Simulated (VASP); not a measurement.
Runs of VASP 6.6.1 on Sn. The structure is that of space group Cmce (No. 64), or close to it. The cells are those of the table. 

```csv
task,cell,k mesh,cutoff (eV),gap on the mesh (eV),pressure (GPa),largest force (eV/Å)
single point,"a = 5.515, b = 5.515, c = 5.612 Å, angles 90.0, 90.0, 118.9°, 4 atoms",4 × 4 × 4,520,none,-5.4,(b)
single point,"a = 5.138, b = 5.138, c = 5.314 Å, angles 90.0, 90.0, 117.2°, 4 atoms",4 × 4 × 4,520,none,-0.1,(a)
relaxation of cell and atoms,"relaxed from a = 5.515, b = 5.515, c = 5.612 Å, angles 90.0, 90.0, 118.9°, 4 atoms",4 × 4 × 4,600,none,-0.1,0.01
single point,"a = 4.158, b = 4.158, c = 9.352 Å, angles 90.0, 90.0, 66.9°, 4 atoms",6 × 6 × 2,520,none,-2.5,2.71
```

Alike in all rows: level PBEsol; potentials or basis VASP PAW PBE potentials, release 64 (Sn_d); no spin polarisation; smearing gaussian 0.1 eV.

Question: Fill in the values left out.

Answer: (a) 0.02; (b) 0.64.

Caveats: the PAW data sets were made with another functional, which shifts forces and pressure a little; spin-orbit coupling is left out, which moves the levels of the heavy elements.

A k mesh can miss the band edges, and the runs leave out spin-orbit coupling on Sn.

A gap of «none» marks levels without a gap at the run's occupations.
